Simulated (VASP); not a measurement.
Input of a VASP 6.6.1 run:

Contents of INCAR:

```
SYSTEM = Si5Ge
PREC = Accurate
ENCUT = 520
EDIFF = 1E-7
ISMEAR = 0
SIGMA = 0.2
LREAL = .False.
LASPH = .True.
NELM = 100
ALGO = Normal
ISIF = 2
LWAVE = .False.
LCHARG = .False.
GGA = PE
NBANDS = 26
```

KPOINTS

```
Automatic mesh
0
Gamma
  6 6 6
  0 0 0
```

The input POSCAR:

```
Si5Ge
1.0
   -1.9480690251      1.9480690251      8.2282712879
    1.9480690251     -1.9480690251      8.2282712879
    1.9480690251      1.9480690251     -8.2282712879
Si Ge
5 1
Direct
    0.3320077930      0.3320077930      0.0000000000
    0.7500000000      0.2500000000      0.5000000000
    0.6679922070      0.6679922070      0.0000000000
    0.0860127772      0.5860127772      0.5000000000
    0.4139872228      0.9139872228      0.5000000000
    0.0000000000      0.0000000000      0.0000000000
```

Potentials or basis: VASP PAW PBE potentials, release 64 (Si, Ge_d).

Command:

```console
$ cat potpaw_PBE.64/Si/POTCAR potpaw_PBE.64/Ge_d/POTCAR > POTCAR
$ mpirun -np 1 vasp_std > vasp.out
```

Q: What does it give for the pressure?

A: 0.4 GPa.

Q: Predict the band gap on the k mesh.

A: 0.56 eV, indirect (least direct gap 0.60 eV).

Forces in eV/Å, atoms in the order of the input:
```
Si   0.000  0.000  0.058
Si   0.000  0.000  0.000
Si   0.000  0.000 -0.058
Si   0.000  0.000 -0.015
Si   0.000  0.000  0.015
Ge   0.000  0.000  0.000
```

A k mesh can miss the band edges. PBE gaps usually lie below the measured ones, often by a third to a half.
